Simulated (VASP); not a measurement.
Crystal: HgTe.

```
CELL_PARAMETERS angstrom
-3.06577 3.06577 1.56974
3.06577 -3.06577 1.56974
3.06577 3.06577 -1.56974
ATOMIC_POSITIONS crystal
Hg 0.75000 0.25000 0.50000
Te 0.00000 0.00000 0.00000
```

Base run:

```yaml
Program: VASP 6.6.1
Functional: LDA
Potentials_or_basis: VASP PAW LDA potentials, release 64 (Hg, Te)
Cutoff: 520 eV
k_mesh: 10 × 10 × 10
Occupations: fermi-dirac, width 0.05 eV
Spin: no spin polarisation
```

Its results: band gap on the k mesh zero (bands 9 and 10 overlap by 3.27 eV); pressure -5.3 GPa.

Problem. The run is repeated on the same cell with these changes: functional from LDA to r2SCAN; potentials or basis from VASP PAW LDA potentials, release 64 (Hg, Te) to VASP PAW PBE potentials, release 64 (Hg, Te). What comes out?

Solution. Band gap on the k mesh zero (bands 9 and 10 overlap by 3.38 eV); pressure -1.8 GPa.

Caveats: spin-orbit coupling is left out, which moves the levels of the heavy elements; the cell stands under tension (at least some runs); the PAW data sets were made with another functional, which shifts forces and pressure a little (at least some runs).
